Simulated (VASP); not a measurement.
# Ta (Im-3m) in VASP: notebook

The runs below take Ta through single point, with LDA.

Everything below comes from runs of VASP 6.6.1. Logs are shortened: lines on timing, memory, paths and dates and some standing lists are left out, and cuts for length are marked.

**1. The cell of the first run**

Symmetry: Im-3m, No. 229, cubic system. The conventional cell has a = 3.255 Å, b = 3.255 Å, c = 3.255 Å, α = 90.00°, β = 90.00°, γ = 90.00°. Within 3.7 Å of Ta (site symmetry m-3m) lie 14 Ta at 2.82 to 3.26 Å.

**2. Single point, LDA**

Contents of INCAR:

```
PREC = Accurate ; ENCUT = 520
EDIFF = 1E-6 ; ISMEAR = -1
SIGMA = 0.1 ; LREAL = False
LASPH = True ; NELM = 60
ALGO = Normal ; ISIF = 2
LWAVE = False ; LCHARG = False
NBANDS = 12
```

Contents of KPOINTS:

```
Automatic mesh
0
Gamma
  4 4 4
```

Contents of POSCAR:

```
Ta
1.0
   -1.6276710318      1.6276710318      1.6276710318
    1.6276710318     -1.6276710318      1.6276710318
    1.6276710318      1.6276710318     -1.6276710318
Ta
1
Direct
    0.0000000000      0.0000000000      0.0000000000
```

Potentials or basis: VASP PAW LDA potentials, release 64 (Ta_pv).

Run with:

```sh
$ cat potpaw_LDA.64/Ta_pv/POTCAR > POTCAR
$ mpirun -np 1 vasp_std > vasp.out
```

OUTCAR:

```text
PREC = Accurate
   ENCUT = 520
   EDIFF = 1E-6
   ISMEAR = -1
   LREAL = False
   LASPH = True
   NELM = 60
   ISIF = 2

 ion  position               nearest neighbor table
   1  0.000  0.000  0.000-

  LATTYP: Found a body centered cubic cell.
 ALAT       =     3.2553420636

  Lattice vectors:

 A1 = (  -1.6276710318,   1.6276710318,   1.6276710318)
 A2 = (   1.6276710318,  -1.6276710318,   1.6276710318)
 A3 = (   1.6276710318,   1.6276710318,  -1.6276710318)

Analysis of symmetry for initial positions (statically):
=====================================================================
 Subroutine PRICEL returns:
 Original cell was already a primitive cell.

 Routine SETGRP: Setting up the symmetry group for a
 body centered cubic supercell.

 Subroutine GETGRP returns: Found 48 space group operations
 (whereof 48 operations were pure point group operations)
 out of a pool of 48 trial point group operations.

The static configuration has the point symmetry O_h .

Analysis of symmetry for dynamics (positions and initial velocities):
=====================================================================
 Subroutine PRICEL returns:
 Original cell was already a primitive cell.

 Routine SETGRP: Setting up the symmetry group for a
 body centered cubic supercell.

 Subroutine GETGRP returns: Found 48 space group operations
 (whereof 48 operations were pure point group operations)
 out of a pool of 48 trial point group operations.

The dynamic configuration has the point symmetry O_h .

 Subroutine INISYM returns: Found 48 space group operations
 (whereof 48 operations are pure point group operations),
 and found     1 'primitive' translations

----------------------------------------------------------------------------------------

                                     Primitive cell

  volume of cell :      17.2488

  direct lattice vectors                    reciprocal lattice vectors
    -1.627671032  1.627671032  1.627671032     0.000000000  0.307187380  0.307187380
     1.627671032 -1.627671032  1.627671032     0.307187380  0.000000000  0.307187380
     1.627671032  1.627671032 -1.627671032     0.307187380  0.307187380  0.000000000

  length of vectors
     2.819208925  2.819208925  2.819208925     0.434428559  0.434428559  0.434428559

  position of ions in fractional coordinates (direct lattice)
     0.000000000  0.000000000  0.000000000

  ion indices of the primitive-cell ions
   primitive index   ion index
                 1           1

----------------------------------------------------------------------------------------

 KPOINTS: Automatic mesh

Automatic generation of k-mesh.
 Grid dimensions read from file:
 generate k-points for:    4    4    4

 Generating k-lattice:

  Cartesian coordinates                     Fractional coordinates (reciprocal lattice)
     0.000000000  0.076796845  0.076796845     0.250000000  0.000000000  0.000000000
     0.076796845  0.000000000  0.076796845     0.000000000  0.250000000  0.000000000
     0.076796845  0.076796845  0.000000000     0.000000000  0.000000000  0.250000000

  Length of vectors
     0.108607140  0.108607140  0.108607140

  Shift w.r.t. Gamma in fractional coordinates (k-lattice)
     0.000000000  0.000000000  0.000000000

 Subroutine IBZKPT returns following result:
 ===========================================

 Found      8 irreducible k-points:

 Following reciprocal coordinates:
            Coordinates               Weight
  0.000000  0.000000  0.000000      1.000000
  0.250000  0.000000  0.000000     12.000000
  0.500000  0.000000  0.000000      6.000000
  0.250000  0.250000  0.000000     24.000000
  0.250000  0.250000  0.250000      2.000000
 -0.250000  0.250000  0.250000      6.000000
  0.500000  0.500000  0.250000     12.000000
  0.500000  0.500000  0.500000      1.000000
   k-points           NKPTS =      8   k-points in BZ     NKDIM =      8   number of bands    NBANDS=     12
   number of dos      NEDOS =    301   number of ions     NIONS =      1
   total plane-waves  NPLWV =  13824
   dimension x,y,z NGX =    24 NGY =   24 NGZ =   24
   dimension x,y,z NGXF=    48 NGYF=   48 NGZF=   48
   ions per type =               1
   NGX,Y,Z   is equivalent  to a cutoff of  14.15, 14.15, 14.15 a.u.
   NGXF,Y,Z  is equivalent  to a cutoff of  28.31, 28.31, 28.31 a.u.
 SYSTEM =  unknown system
   PREC   = accura    normal or accurate (medium, high low for compatibility)
   ISTART =      0    job   : 0-new  1-cont  2-samecut
   ICHARG =      2    charge: 1-file 2-atom 10-const
   ISPIN  =      1    spin polarized calculation?
   LNONCOLLINEAR =      F non collinear calculations
   LSORBIT =      F    spin-orbit coupling
   LASPH  =      T    aspherical Exc in radial PAW
   ENCUT  =  520.0 eV  38.22 Ry    6.18 a.u.   5.24  5.24  5.24*2*pi/ulx,y,z
   NELM   =     60;   NELMIN=  2; NELMDL= -5     # of ELM steps
   EDIFF  = 0.1E-05   stopping-criterion for ELM
   LREAL  =      F    real-space projection
   EDIFFG = 0.1E-04   stopping-criterion for IOM
   NSW    =      0    number of steps for IOM
   IBRION =     -1    ionic relax: 0-MD 1-quasi-New 2-CG
   NFREE  =      0    steps in history (QN), initial steepest desc. (CG)
   ISIF   =      2    stress and relaxation
   ISYM   =      2    0-nonsym 1-usesym 2-fastsym
   POTIM  = 0.5000    time-step for ionic-motion
   TEBEG  =    0.0;   TEEND  =   0.0 temperature during run
   PSTRESS=    0.0 pullay stress
   NELECT =      11.0000    total number of electrons
   NUPDOWN=      -1.0000    fix difference up-down
   EMIN   =  10.00;   EMAX   =-10.00  energy-range for DOS
   EFERMI =   0.00;   METHOD = LEGACY
   ISMEAR =    -1;   SIGMA  =   0.10  broadening in eV -4-tet -1-fermi 0-gaus
   EFERMI_NEDOS =   21; number of points for ismear=-14 and -15
   IALGO  =     38    algorithm
   IMIX   =      4    mixing-type and parameters
     AMIX     =   0.40;   BMIX     =  1.00
     AMIX_MAG =   1.60;   BMIX_MAG =  1.00
  volume/ion in A,a.u.               =      17.25       116.40
  Fermi-wavevector in a.u.,A,eV,Ry     =   1.409134  2.662878 27.016543  1.985660
  Thomas-Fermi vector in A             =   2.531221
   LORBIT       =      0    0 simple, 1 ext, 2 COOP (PROOUT), +10 PAW based schemes
   GGA     = CA    functional components
   LHFCALC =     F    Hartree Fock is set to
   AEXX    =    0.0000 exact exchange contribution
   IVDW    =     0    specifies the selected vdW correction
   LEPSILON=     F    determine dielectric tensor
   LRPA    =     F    only Hartree local field effects (RPA)
 non-spin polarized calculation
  energy-cutoff  :      520.00
  volume of cell :       17.25
 maximum number of plane-waves:       476
 NGX is ok and might be reduce to    24
   NGX = 11   NGY = 11   NGZ = 11

 number of electron      11.0000000 magnetization

 Free energy of the ion-electron system (eV)
  ---------------------------------------------------
  ext. energy  EPLUGINS =         0.00000000
  ---------------------------------------------------
  free energy    TOTEN  =       -12.92839840 eV

  energy without entropy =      -12.89797351  energy(sigma->0) =      -12.91318595

 E-fermi :   5.6692     XC(G=0): -13.0236

 val. band max:        5.6252852771   @ k =   0.2500   0.0000   0.0000
 cond. band min:       6.4043850353   @ k =   0.0000   0.0000   0.0000
 fundamental gap:      0.7790997583
 Fermi energy:         5.6692255712

 k-point     1 :       0.0000    0.0000    0.0000
  band No.  band energies     occupation
      1     -27.0043      2.00000
      2     -27.0043      2.00000
      3     -27.0043      2.00000
      4      -2.2368      2.00000
      5       6.4044      0.00128
      6       6.4044      0.00128
      7       6.4044      0.00128
      8       9.8318      0.00000
      9       9.8318      0.00000
     10      19.5516      0.00000
     11      21.0473      0.00000
     12      21.0473      0.00000

 k-point     2 :       0.2500    0.0000    0.0000
  band No.  band energies     occupation
      1     -27.7246      2.00000
      2     -27.2295      2.00000
      3     -27.0094      2.00000
      4       0.1398      2.00000
      5       5.0573      1.99561
      6       5.6253      1.21623
      7       9.1625      0.00000
      8       9.2239      0.00000
      9      10.0281      0.00000
     10      19.5493      0.00000
     11      21.3531      0.00000
     12      23.2134      0.00000

 k-point     3 :       0.5000    0.0000    0.0000
  band No.  band energies     occupation
      1     -28.3779      2.00000
      2     -27.4458      2.00000
      3     -27.0148      2.00000
      4       1.1885      2.00000
      5       4.0256      2.00000
      6       7.7175      0.00000
      7       9.7363      0.00000
      8      10.8006      0.00000
      9      13.9088      0.00000
     10      17.9999      0.00000
     11      18.1469      0.00000
     12      19.5700      0.00000

 k-point     4 :       0.2500    0.2500    0.0000
  band No.  band energies     occupation
      1     -28.1333      2.00000
      2     -27.5887      2.00000
      3     -27.1511      2.00000
      4       2.5820      2.00000
      5       4.2403      2.00000
      6       5.2227      1.97727
      7       9.4247      0.00000
      8      10.7180      0.00000
      9      14.4328      0.00000
     10      17.6877      0.00000
     11      19.5630      0.00000
     12      21.5239      0.00000

 k-point     5 :       0.2500    0.2500    0.2500
  band No.  band energies     occupation
      1     -27.7022      2.00000
      2     -27.7022      2.00000
      3     -27.7022      2.00000
      4       4.5225      1.99998
      5       4.5225      1.99998
      6       4.5225      1.99998
      7      10.9836      0.00000
      8      10.9836      0.00000
      9      13.3001      0.00000
     10      19.2169      0.00000
     11      19.2169      0.00000
     12      19.2169      0.00000

 k-point     6 :      -0.2500    0.2500    0.2500
  band No.  band energies     occupation
      1     -27.7527      2.00000
      2     -27.4736      2.00000
      3     -27.4736      2.00000
      4       2.1186      2.00000
      5       4.6502      1.99992
      6       7.0113      0.00000
      7       7.0113      0.00000
      8       8.9984      0.00000
      9      10.9774      0.00000
     10      19.5471      0.00000
     11      20.9146      0.00000
     12      26.0577      0.00000

 k-point     7 :       0.5000    0.5000    0.2500
  band No.  band energies     occupation
      1     -28.1713      2.00000
      2     -27.7072      2.00000
      3     -27.5031      2.00000
      4       2.6363      2.00000
      5       3.7707      2.00000
      6       6.8581      0.00001
      7       7.5284      0.00000
      8      13.3674      0.00000
      9      14.2107      0.00000
     10      17.2233      0.00000
     11      19.5595      0.00000
     12      20.4465      0.00000

 k-point     8 :       0.5000    0.5000    0.5000
  band No.  band energies     occupation
      1     -27.9566      2.00000
      2     -27.9566      2.00000
      3     -27.9566      2.00000
      4       1.6769      2.00000
      5       1.6769      2.00000
      6      12.8740      0.00000
      7      12.8740      0.00000
      8      12.8740      0.00000
      9      14.9155      0.00000
     10      14.9155      0.00000
     11      14.9155      0.00000
     12      19.5338      0.00000

------------------------ aborting loop because EDIFF is reached ----------------------------------------

  FORCE on cell =-STRESS in cart. coord.  units (eV):
  Direction    XX          YY          ZZ          XY          YZ          ZX
  --------------------------------------------------------------------------------------
  -------------------------------------------------------------------------------------
  Total        0.2391536      0.2391536      0.2391536     -0.0000000      0.0000000     -0.0000000
  in kB       22.2140425     22.2140425     22.2140425     -0.0000000      0.0000000     -0.0000000
  external PRESSURE =      22.2140425 kB  Pullay stress =       0.0000000 kB

 VOLUME and BASIS-vectors are now :
 -----------------------------------------------------------------------------
  energy-cutoff  :      520.00
  volume of cell :       17.25
      direct lattice vectors                 reciprocal lattice vectors
    -1.627671032  1.627671032  1.627671032     0.000000000  0.307187380  0.307187380
     1.627671032 -1.627671032  1.627671032     0.307187380  0.000000000  0.307187380
     1.627671032  1.627671032 -1.627671032     0.307187380  0.307187380  0.000000000

 POSITION                                       TOTAL-FORCE (eV/Angst)
 -----------------------------------------------------------------------------------
      0.00000      0.00000      0.00000         0.000000     -0.000000      0.000000
 -----------------------------------------------------------------------------------
    total drift:                                0.000000      0.000000      0.000000

  FREE ENERGIE OF THE ION-ELECTRON SYSTEM (eV)
  ---------------------------------------------------
  free  energy   TOTEN  =       -12.9283984027 eV

  energy  without entropy=      -12.8979735069  energy(sigma->0) =      -12.91318595
```

It took 2.9 s on 1 thread of Intel Xeon 8259CL, shared host; peak memory 0.13 GiB.

What came out:

- Free energy: -12.9284 eV
- Pressure: 2.2 GPa

Caveat: the k points lie up to 0.68 Å⁻¹ apart; spin-orbit coupling is left out, which moves the levels of the heavy elements.

**3. Single point, LDA**

Contents of INCAR:

```
ALGO = Normal ; EDIFF = 1E-6
ENCUT = 520 ; GGA = CA
ISIF = 2 ; ISMEAR = -1
LASPH = True ; LCHARG = False
LREAL = False ; LWAVE = False
NBANDS = 12 ; NELM = 80
PREC = Accurate ; SIGMA = 0.1
```

Contents of KPOINTS:

```
k-points
0
Gamma
  5 5 5
```

POSCAR is that of step 2.

Potentials or basis: VASP PAW LDA potentials, release 64 (Ta_pv).

Run with:

```sh
$ cat potpaw_LDA.64/Ta_pv/POTCAR > POTCAR
$ mpirun -np 1 vasp_std > vasp.out
```

Run time: 2.9 s. Hardware: 1 thread of Intel Xeon 8259CL, shared host; peak memory 0.13 GiB.

Results (log left out):

```
Free energy : -12.7835 eV
Pressure    : 0.6 GPa
```

Levels at points of the mesh, in eV from the Fermi level:
| k point | band 3 | band 4 | band 5 | band 6 | band 7 | band 8 |
| --- | --- | --- | --- | --- | --- | --- |
| (0.00, 0.00, 0.00) | -32.88 | -8.19 | 0.50 | 0.50 | 0.50 | 3.91 |

Caveat: the k points lie up to 0.55 Å⁻¹ apart; spin-orbit coupling is left out, which moves the levels of the heavy elements.

**4. Single point, LDA**

Contents of INCAR:

```
PREC = Accurate ; ENCUT = 520
EDIFF = 1E-7 ; ISMEAR = -1
SIGMA = 0.1 ; LREAL = F
LASPH = T ; NELM = 100
ALGO = Normal ; ISIF = 2
LWAVE = F ; LCHARG = F
GGA = CA ; NBANDS = 12
```

Contents of KPOINTS:

```
Automatic mesh
0
Gamma
  7 7 7
```

POSCAR is that of step 3.

Run with:

```sh
$ cat potpaw_LDA.64/Ta_pv/POTCAR > POTCAR
$ mpirun -np 1 vasp_std > vasp.out
```

Wall time 4.8 s (1 thread of Intel Xeon 8259CL, shared host); peak memory 0.12 GiB.

It converged, with:

```
Free energy : -12.8602 eV
Pressure    : 1.9 GPa
```

Levels at points of the mesh, in eV from the Fermi level:
```tsv
k point	band 1	band 2	band 3	band 4	band 5	band 6	band 7	band 8	band 9	band 10
(0.00, 0.00, 0.00)	-32.62	-32.62	-32.62	-7.87	0.78	0.78	0.78	4.21	4.21	13.93
```

Caveat: the k points lie up to 0.39 Å⁻¹ apart; spin-orbit coupling is left out, which moves the levels of the heavy elements.

**5. Single point, LDA**

Contents of INCAR:

```
PREC = Accurate
ENCUT = 520
EDIFF = 1E-7
ISMEAR = -1
SIGMA = 0.1
LREAL = False
LASPH = True
NELM = 100
ALGO = Normal
ISIF = 2
LWAVE = False
LCHARG = True
LELF = True
LVHAR = True
NBANDS = 12
```

Contents of KPOINTS:

```
Automatic mesh
0
Gamma
  8 8 8
```

POSCAR is that of step 4.

Potentials or basis: VASP PAW LDA potentials, release 64 (Ta_pv).

Run with:

```sh
$ cat potpaw_LDA.64/Ta_pv/POTCAR > POTCAR
$ mpirun -np 1 vasp_std > vasp.out
```

OUTCAR:

```text
PREC = Accurate
   ENCUT = 520
   EDIFF = 1E-7
   ISMEAR = -1
   LREAL = False
   LASPH = True
   NELM = 100
   ISIF = 2

 ion  position               nearest neighbor table
   1  0.000  0.000  0.000-

  LATTYP: Found a body centered cubic cell.
 ALAT       =     3.2553420636

  Lattice vectors:

 A1 = (  -1.6276710318,   1.6276710318,   1.6276710318)
 A2 = (   1.6276710318,  -1.6276710318,   1.6276710318)
 A3 = (   1.6276710318,   1.6276710318,  -1.6276710318)

Analysis of symmetry for initial positions (statically):
=====================================================================
 Subroutine PRICEL returns:
 Original cell was already a primitive cell.

 Routine SETGRP: Setting up the symmetry group for a
 body centered cubic supercell.

 Subroutine GETGRP returns: Found 48 space group operations
 (whereof 48 operations were pure point group operations)
 out of a pool of 48 trial point group operations.

The static configuration has the point symmetry O_h .

Analysis of symmetry for dynamics (positions and initial velocities):
[... 159 lines left out ...]
 val. band max:        5.7354707163   @ k =  -0.2500   0.2500   0.1250
 cond. band min:       5.9348756331   @ k =  -0.2500   0.3750   0.1250
 fundamental gap:      0.1994049168
 Fermi energy:         5.7475501961

 k-point     1 :       0.0000    0.0000    0.0000
  band No.  band energies     occupation
      1     -26.9542      2.00000
      2     -26.9542      2.00000
      3     -26.9542      2.00000
      4      -2.2404      2.00000
      5       6.4375      0.00202
      6       6.4375      0.00202
      7       6.4375      0.00202
      8       9.8513      0.00000
      9       9.8513      0.00000
     10      19.6145      0.00000
     11      21.0392      0.00000
     12      21.0392      0.00000
[... 331 lines left out ...]
 k-point    24 :      -0.3750    0.3750    0.2500
  band No.  band energies     occupation
      1     -27.9832      2.00000
      2     -27.5909      2.00000
      3     -27.4674      2.00000
      4       2.8794      2.00000
      5       3.6349      2.00000
      6       7.0447      0.00000
      7       7.7751      0.00000
      8      11.4124      0.00000
      9      11.6094      0.00000
     10      19.6030      0.00000
     11      20.4735      0.00000
     12      22.8661      0.00000

 [... further k-points ...]
[... 5 lines left out ...]
  --------------------------------------------------------------------------------------
  -------------------------------------------------------------------------------------
  Total       -0.0696352     -0.0696352     -0.0696352      0.0000000      0.0000000     -0.0000000
  in kB       -6.4681386     -6.4681386     -6.4681386      0.0000000      0.0000000     -0.0000000
  external PRESSURE =      -6.4681386 kB  Pullay stress =       0.0000000 kB

 VOLUME and BASIS-vectors are now :
 -----------------------------------------------------------------------------
  energy-cutoff  :      520.00
  volume of cell :       17.25
      direct lattice vectors                 reciprocal lattice vectors
    -1.627671032  1.627671032  1.627671032     0.000000000  0.307187380  0.307187380
     1.627671032 -1.627671032  1.627671032     0.307187380  0.000000000  0.307187380
     1.627671032  1.627671032 -1.627671032     0.307187380  0.307187380  0.000000000

 POSITION                                       TOTAL-FORCE (eV/Angst)
 -----------------------------------------------------------------------------------
      0.00000      0.00000      0.00000         0.000000      0.000000      0.000000
 -----------------------------------------------------------------------------------
    total drift:                               -0.000000      0.000000      0.000000

  FREE ENERGIE OF THE ION-ELECTRON SYSTEM (eV)
  ---------------------------------------------------
  free  energy   TOTEN  =       -12.8795246605 eV

  energy  without entropy=      -12.8491186027  energy(sigma->0) =      -12.86432163
```

It took 6.4 s on 1 thread of Intel Xeon 8259CL, shared host; peak memory 0.13 GiB.

What came out:

```yaml
Free_energy: -12.8795 eV
Pressure: -0.6 GPa
```

Caveat: spin-orbit coupling is left out, which moves the levels of the heavy elements.

(Continued in part 2 of 2.)
